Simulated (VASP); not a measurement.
# Mg5Te: single point with PBE

The system is Mg5Te.

```
CELL_PARAMETERS angstrom
2.78343 1.60701 5.32038
-2.78343 1.60701 5.32038
0.00000 -3.21402 5.32038
ATOMIC_POSITIONS crystal
Mg 0.66918 0.33082 0.00000
Mg 0.33082 0.00000 0.66918
Mg 0.00000 0.66918 0.33082
Mg 0.17120 0.17120 0.17120
Mg 0.82880 0.82880 0.82880
Te 0.50000 0.50000 0.50000
```

| Item | Value |
| --- | --- |
| Program | VASP 6.6.1 |
| Task | single point |
| Functional | PBE |
| Potentials or basis | VASP PAW PBE potentials, release 64 (Mg, Te) |
| Cutoff | 520 eV |
| k mesh | 12 × 12 × 12 |
| Occupations | gaussian, width 0.1 eV |
| Spin | no spin polarisation |
| Dipole correction | no |
| Further INCAR settings | ALGO = Fast; EDIFF = 1e-07; NBANDS = 17 |

- Pressure: -0.1 GPa
- Band gap on the k mesh: zero (bands 8 and 9 overlap by 1.41 eV)

Levels at points of the mesh, in eV from the Fermi level:
```csv
k point,band 5,band 6,band 7,band 8,band 9,band 10,band 11,band 12
"(0.00, 0.00, 0.00)",-3.53,-1.24,-0.77,-0.37,-0.37,0.58,1.05,1.05
"(0.50, 0.00, 0.00)",-3.62,-1.69,-1.49,-0.75,-0.37,1.02,2.30,2.37
"(0.50, 0.50, 0.00)",-3.90,-2.66,-0.34,0.87,1.23,1.28,2.42,3.11
"(0.50, 0.50, 0.50)",-3.38,-1.30,-0.70,-0.70,0.04,1.22,1.90,1.90
```

Wall time 15 min on 1 thread of Intel Xeon 8259CL, with other jobs on the host, peak memory 0.65 GiB.

Caveat: spin-orbit coupling is left out, which moves the levels of the heavy elements.
